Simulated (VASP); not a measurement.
Set up this calculation in VASP 6.6.1, as the native input.

```yaml
Task: single point
Functional: r2SCAN
Potentials_or_basis: VASP PAW PBE potentials, release 64 (Cu, Al)
Cutoff: 520 eV
k_mesh: 9 × 9 × 9
Occupations: fermi-dirac, width 0.05 eV
Spin: no spin polarisation
Dipole_correction: no
Further_INCAR_settings: ALGO = Normal; EDIFF = 1e-06; NBANDS = 16
```

Crystal: Al2Cu.

```
Cu Al
1.0
    -2.04378    2.04378    2.86998
     2.04378   -2.04378    2.86998
     2.04378    2.04378   -2.86998
Cu Al
1 2
Cartesian
  0.0000 0.0000 2.8700
  2.0438 0.0000 1.4350
  0.0000 2.0438 1.4350
```

These files were run (other wordings do the same):

POSCAR

```
Al2Cu
1.0
   -2.0437838356      2.0437838356      2.8699759675
    2.0437838356     -2.0437838356      2.8699759675
    2.0437838356      2.0437838356     -2.8699759675
Cu Al
1 2
Direct
    0.5000000000      0.5000000000      0.0000000000
    0.2500000000      0.7500000000      0.5000000000
    0.7500000000      0.2500000000      0.5000000000
```

INCAR.step1

```
PREC     = Accurate       # precision mode
ENCUT    = 520            # plane-wave cutoff, eV
ISMEAR   = -1             # smearing method
SIGMA    = 0.05           # smearing width, eV
LREAL    = False          # projectors in reciprocal space
LASPH    = True           # aspherical terms in the spheres
NELM     = 80             # most SCF steps
NBANDS   = 16             # bands
GGA      = PE             # functional
ALGO     = Normal         # electronic algorithm
EDIFF    = 1E-4           # SCF threshold, eV
LWAVE    = True           # write WAVECAR
LCHARG   = False          # write CHGCAR
```

INCAR.step2

```
PREC     = Accurate       # precision mode
ENCUT    = 520            # plane-wave cutoff, eV
EDIFF    = 1E-6           # SCF threshold, eV
ISMEAR   = -1             # smearing method
SIGMA    = 0.05           # smearing width, eV
LREAL    = False          # projectors in reciprocal space
LASPH    = True           # aspherical terms in the spheres
NELM     = 80             # most SCF steps
ALGO     = Normal         # electronic algorithm
ISIF     = 2              # what is computed and relaxed
LWAVE    = False          # write WAVECAR
LCHARG   = False          # write CHGCAR
METAGGA  = R2SCAN         # meta-GGA
LMIXTAU  = True         
NBANDS   = 16             # bands
ISTART   = 1
```

KPOINTS

```
Automatic mesh
0
Gamma
  9 9 9
```

Potentials or basis: VASP PAW PBE potentials, release 64 (Cu, Al).

Command:

```bash
$ cat potpaw_PBE.64/Cu/POTCAR potpaw_PBE.64/Al/POTCAR > POTCAR
$ cp INCAR.step1 INCAR
$ mpirun -np 1 vasp_std > vasp.out
$ cp INCAR.step2 INCAR
$ mpirun -np 1 vasp_std > vasp.out
```

Results of the run:

```json
{
  "Pressure": "-1.8 GPa"
}
```

Caveat: the PAW data sets were made with another functional, which shifts forces and pressure a little.

It took 2.2 min on 1 thread of Intel(R) Xeon(R) 6975P-C (Granite Rapids) (shared host), peak memory 0.2 GiB.
